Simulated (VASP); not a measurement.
Wanted: the native input for a VASP 6.6.1 run.

| Property | Result |
| --- | --- |
| Task | single point |
| Functional | PBE |
| Potentials or basis | VASP PAW PBE potentials, release 64 (Ca_sv, Cl) |
| Cutoff | 520 eV |
| k mesh | 12 × 12 × 6 |
| Occupations | gaussian, width 0.1 eV |
| Spin | no spin polarisation |
| Dipole correction | no |
| Further INCAR settings | ALGO = Normal; EDIFF = 1e-06; NBANDS = 25 |

The structure of CaCl lies in POSCAR:

```
CaCl
1.0
    3.9764157810      0.0000000000      0.0000000000
   -1.9882078905      3.4436770824      0.0000000000
    0.0000000000      0.0000000000      9.1675070705
Ca Cl
2 2
Direct
    0.3333333333      0.6666666667      1.0396230725
    0.6666666667      0.3333333333      0.5396230725
    0.3333333333      0.6666666667      0.3424769275
    0.6666666667      0.3333333333      0.8424769275
```

The input as run:

INCAR

```
PREC = Accurate
ENCUT = 520
EDIFF = 1E-6
ISMEAR = 0
SIGMA = 0.1
LREAL = F
LASPH = T
NELM = 100
ALGO = Normal
ISIF = 2
LWAVE = F
LCHARG = F
GGA = PE
NBANDS = 25
```

KPOINTS

```
Automatic mesh
0
Gamma
  12 12 6
```

Potentials or basis: VASP PAW PBE potentials, release 64 (Ca_sv, Cl).

Launch:

```sh
$ cat potpaw_PBE.64/Ca_sv/POTCAR potpaw_PBE.64/Cl/POTCAR > POTCAR
$ mpirun -np 1 vasp_std > vasp.out
```

It gave:

| Quantity | Value |
| --- | --- |
| Pressure | 0.0 GPa |
| Band gap on the k mesh | zero (band 17 reaches 4.08 eV, above the bottom of band 18 at 2.46 eV) |

Wall time 3 min on 1 thread of Intel(R) Xeon(R) Platinum 8259CL CPU @ 2.50GHz (Skylake/Cascade Lake), on a shared host, peak memory 0.37 GiB.
